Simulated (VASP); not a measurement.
**NbAs: single point with PBE**

The system is NbAs.

```
Nb As
1.0
    -1.71427    1.71427    5.80080
     1.71427   -1.71427    5.80080
     1.71427    1.71427   -5.80080
Nb As
2 2
Direct
  0.50000 0.00000 0.50000
  0.75000 0.75000 0.00000
  0.91600 0.41600 0.50000
  0.16600 0.16600 0.00000
```

* Program: VASP 6.6.1
* Task: single point
* Functional: PBE
* Potentials or basis: VASP PAW PBE potentials, release 64 (Nb_sv, As)
* Cutoff: 520 eV
* k mesh: 11 × 11 × 11
* Occupations: fermi-dirac, width 0.05 eV
* Spin: no spin polarisation

* Pressure: 7.1 GPa
* Largest force: 0.325 eV/Å
* Band gap on the k mesh: 0.03 eV (least direct gap 0.08 eV)

Forces in eV/Å, atoms in the order of the input:
```
Nb   0.000  0.000 -0.325
Nb   0.000  0.000 -0.325
As   0.000  0.000  0.325
As   0.000  0.000  0.325
```

Stress tensor (GPa, compression positive):
```
7.00 0.00 0.00
0.00 7.00 0.00
0.00 0.00 7.24
```

Levels at points of the mesh, in eV from the valence-band top:
```tsv
k point	band 14	band 15	band 16	band 17	band 18	band 19	band 20	band 21	band 22	band 23
(0.00, 0.00, 0.00)	-2.28	-2.09	-1.72	-1.40	-1.40	0.74	1.33	2.47	3.10	3.10
```

Wall time 6.9 min on 1 thread of Intel(R) Xeon(R) Platinum 8488C (Sapphire Rapids) (shared host), peak memory 0.45 GiB.

Caveat: the cell stands under pressure; the smearing spreads over this small gap. A k mesh can miss the band edges.
